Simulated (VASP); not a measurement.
Wanted: the native input for a VASP 6.6.1 run.

| Quantity | Value |
| --- | --- |
| Task | single point |
| Functional | LDA |
| Potentials or basis | VASP PAW LDA potentials, release 64 (Ba_sv, Zr_sv, O) |
| Cutoff | 520 eV |
| k mesh | 6 × 6 × 6 |
| Occupations | gaussian, width 0.05 eV |
| Spin | no spin polarisation |
| Dipole correction | no |
| Further INCAR settings | ALGO = Normal; EDIFF = 1e-06; NBANDS = 28 |

The structure of BaZrO3 lies in POSCAR:

```
BaZrO3
1.0
    4.0333992921      0.0000000000      0.0000000000
    0.0000000000      4.2615092777      0.0000000000
    0.0000000000      0.0000000000      4.1474542849
Ba Zr O
1 1 3
Direct
    0.5000000000      0.5000000000      0.5000000000
    0.0000000000      0.0000000000      0.0000000000
    0.5000000000      0.0000000000      0.0000000000
    0.0000000000      0.5000000000      0.0000000000
    0.0000000000      0.0000000000      0.5000000000
```

This cell differs from its parent crystal: normal strain along x -0.0275, normal strain along y +0.0275.

The input as run:

INCAR

```
  ALGO = Normal
  EDIFF = 1E-6
  ENCUT = 520
  ISIF = 2
  ISMEAR = 0
  LASPH = T
  LCHARG = F
  LREAL = F
  LWAVE = F
  NBANDS = 28
  NELM = 80
  PREC = Accurate
  SIGMA = 0.05
```

KPOINTS

```
k-points
0
Gamma
  6 6 6
```

Potentials or basis: VASP PAW LDA potentials, release 64 (Ba_sv, Zr_sv, O).

Launch:

```bash
$ cat potpaw_LDA.64/Ba_sv/POTCAR potpaw_LDA.64/Zr_sv/POTCAR potpaw_LDA.64/O/POTCAR > POTCAR
$ mpirun -np 1 vasp_std > vasp.out
```

Results of the run:

* Pressure: 2.3 GPa
* Band gap on the k mesh: 2.95 eV, indirect (least direct gap 3.10 eV)

Caveat: the cell differs from its parent crystal (normal strain along x -0.0275, normal strain along y +0.0275); spin-orbit coupling is left out, which moves the levels of the heavy elements.

Run time: 80 s on 1 thread of Intel(R) Xeon(R) Platinum 8259CL CPU @ 2.50GHz (Skylake/Cascade Lake), on a shared host, peak memory 0.25 GiB.
